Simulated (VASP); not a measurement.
# LiBPt (P-6m2) in VASP: a series of runs, part 2 of 2

VASP 6.6.1. Earlier steps stand in the parts before.

## 3. Single point, PBE

This run uses another cell than the first one, of 12.35 Å³/atom.

The input, INCAR:

```
SYSTEM = LiBPt
PREC = Accurate
ENCUT = 880
EDIFF = 1E-6
ISMEAR = 0
SIGMA = 0.1
LREAL = .FALSE.
LASPH = .TRUE.
NELM = 120
ALGO = Normal
ISIF = 2
LWAVE = .FALSE.
LCHARG = .FALSE.
GGA = PE
NBANDS = 19
GGA_COMPAT = .FALSE.
```

The input, KPOINTS:

```
Automatic mesh
0
G
  6 6 6
  0 0 0
```

The input, POSCAR:

```
LiBPt
1.0
    3.5257738900      0.0000000000      0.0000000000
   -1.7628869500      3.0534097600      0.0000000000
    0.0000000000      0.0000000000      3.4421702900
Li B Pt
1 1 1
Direct
    0.0000000000      0.0000000000      0.0000000000
    0.6666666700      0.3333333300      0.5000000000
    0.3333333300      0.6666666700      0.5000000000
```

Potentials or basis: VASP PAW PBE potentials, release 64 (Li_sv, B, Pt_sv_GW).

Command:

```bash
cat potpaw_PBE.64/Li_sv/POTCAR potpaw_PBE.64/B/POTCAR potpaw_PBE.64/Pt_sv_GW/POTCAR > POTCAR
mpirun -np 1 vasp_std > vasp.out
```

OUTCAR:

```text
SYSTEM = LiBPt
   PREC = Accurate
   ENCUT = 880
   EDIFF = 1E-6
   ISMEAR = 0
   LREAL = .FALSE.
   LASPH = .TRUE.
   NELM = 120
   ISIF = 2
   GGA = PE

 ion  position               nearest neighbor table
   1  0.000  0.000  0.000-   3 2.67   3 2.67   3 2.67   3 2.67   3 2.67   3 2.67
   2  0.667  0.333  0.500-   3 2.04   3 2.04   3 2.04
   3  0.333  0.667  0.500-   2 2.04   2 2.04   2 2.04   1 2.67   1 2.67   1 2.67   1 2.67   1 2.67
                             1 2.67

  LATTYP: Found a hexagonal cell.
 ALAT       =     3.5257738900
 C/A-ratio  =     0.9762878725

  Lattice vectors:

 A1 = (   3.5257738900,   0.0000000000,   0.0000000000)
 A2 = (  -1.7628869500,   3.0534097600,   0.0000000000)
 A3 = (   0.0000000000,   0.0000000000,   3.4421702900)

Analysis of symmetry for initial positions (statically):
=====================================================================
 Subroutine PRICEL returns:
 Original cell was already a primitive cell.

 Routine SETGRP: Setting up the symmetry group for a
 hexagonal supercell.

[... 161 lines left out ...]
 Free energy of the ion-electron system (eV)
  ---------------------------------------------------
  ext. energy  EPLUGINS =         0.00000000
  ---------------------------------------------------
  free energy    TOTEN  =       -15.48906685 eV

  energy without entropy =      -15.48486360  energy(sigma->0) =      -15.48696523

 E-fermi :   6.2916     XC(G=0): -11.2274

 val. band max:        6.2173788600   @ k =   0.3333   0.1667   0.0000
 cond. band min:       6.3826342011   @ k =   0.0000   0.0000   0.0000
 fundamental gap:      0.1652553412
 Fermi energy:         6.2916252427

 k-point     1 :       0.0000    0.0000    0.0000
  band No.  band energies     occupation
      1     -93.1781      2.00000
      2     -47.5008      2.00000
      3     -47.5008      2.00000
      4     -46.9153      2.00000
      5     -39.1924      2.00000
      6      -4.4205      2.00000
[... 505 lines left out ...]
      6      -2.3572      2.00000
[... 11 lines left out ...]
     18      15.8265      0.00000
     19      18.6185      0.00000

 [... further k-points ...]
[... 5 lines left out ...]
  --------------------------------------------------------------------------------------
  -------------------------------------------------------------------------------------
  Total        1.1836457      1.1836457      1.3105582     -0.0000000      0.0000000      0.0000000
  in kB       51.1753011     51.1753012     56.6624048     -0.0000001      0.0000000      0.0000000
  external PRESSURE =      53.0043357 kB  Pullay stress =       0.0000000 kB

 VOLUME and BASIS-vectors are now :
 -----------------------------------------------------------------------------
  energy-cutoff  :      880.00
  volume of cell :       37.06
      direct lattice vectors                 reciprocal lattice vectors
     3.525773890  0.000000000  0.000000000     0.283625675  0.163751360  0.000000000
    -1.762886950  3.053409760  0.000000000     0.000000000  0.327502719  0.000000000
     0.000000000  0.000000000  3.442170290     0.000000000  0.000000000  0.290514389

 POSITION                                       TOTAL-FORCE (eV/Angst)
 -----------------------------------------------------------------------------------
      0.00000      0.00000      0.00000        -0.000000      0.000000      0.000000
      1.76289      1.01780      1.72109        -0.000000      0.000000      0.000000
     -0.00000      2.03561      1.72109         0.000000      0.000000      0.000000
 -----------------------------------------------------------------------------------
    total drift:                                0.000103     -0.000059      0.000000

  FREE ENERGIE OF THE ION-ELECTRON SYSTEM (eV)
  ---------------------------------------------------
  free  energy   TOTEN  =       -15.4890668520 eV

  energy  without entropy=      -15.4848636012  energy(sigma->0) =      -15.48696523
```

OSZICAR:

```text
N       E                     dE             d eps       ncg     rms          rms(c)
DAV:   1     0.301128600400E+03    0.30113E+03   -0.19145E+04  1064   0.191E+03
DAV:   2    -0.405457771223E+01   -0.30518E+03   -0.29821E+03  1238   0.516E+02
DAV:   3    -0.191083545139E+02   -0.15054E+02   -0.14913E+02  1342   0.110E+02
DAV:   4    -0.196461282030E+02   -0.53777E+00   -0.53445E+00  1579   0.179E+01
DAV:   5    -0.196509370184E+02   -0.48088E-02   -0.48085E-02  1294   0.184E+00    0.746E+01
DAV:   6    -0.161159619789E+02    0.35350E+01   -0.35347E+01  1272   0.366E+01    0.529E+01
DAV:   7    -0.155248888203E+02    0.59107E+00   -0.44346E+00  1181   0.181E+01    0.334E+01
DAV:   8    -0.155329317035E+02   -0.80429E-02   -0.18318E-01  1183   0.391E+00    0.561E+00
DAV:   9    -0.154885875958E+02    0.44344E-01   -0.17220E-01  1214   0.303E+00    0.544E-01
DAV:  10    -0.154891088611E+02   -0.52127E-03   -0.92500E-03  1156   0.775E-01    0.573E-01
DAV:  11    -0.154890735760E+02    0.35285E-04   -0.16499E-04  1342   0.981E-02    0.677E-02
DAV:  12    -0.154890671592E+02    0.64168E-05   -0.21185E-05  1289   0.352E-02    0.450E-02
DAV:  13    -0.154890668520E+02    0.30722E-06   -0.37726E-06  1157   0.167E-02
   1 F= -.15489067E+02 E0= -.15486965E+02  d E =-.420325E-02
```

stdout:

```text
POSCAR found type information on POSCAR LiB Pt
 POSCAR found :  3 types and       3 ions
 scaLAPACK will be used
 LDA part: xc-table for (Slater+PW92), standard interpolation
 POSCAR, INCAR and KPOINTS ok, starting setup
 FFT: planning ... GRIDC
 FFT: planning ... GRID_SOFT
 FFT: planning ... GRID
 WAVECAR not read
 entering main loop
```

Run time: 25 s. Hardware: 1 thread of AMD EPYC 9R45 (Zen 5), shared host; peak memory 0.21 GiB.

What came out:

* Free energy: -15.4891 eV
* Pressure: 5.3 GPa
* Band gap on the k mesh: zero (bands 12 and 13 overlap by 2.50 eV)

Caveat: the cell stands under pressure; spin-orbit coupling is left out, which moves the levels of the heavy elements.

The gap in the log of VASP goes by the Fermi energy; the results here count the filled bands.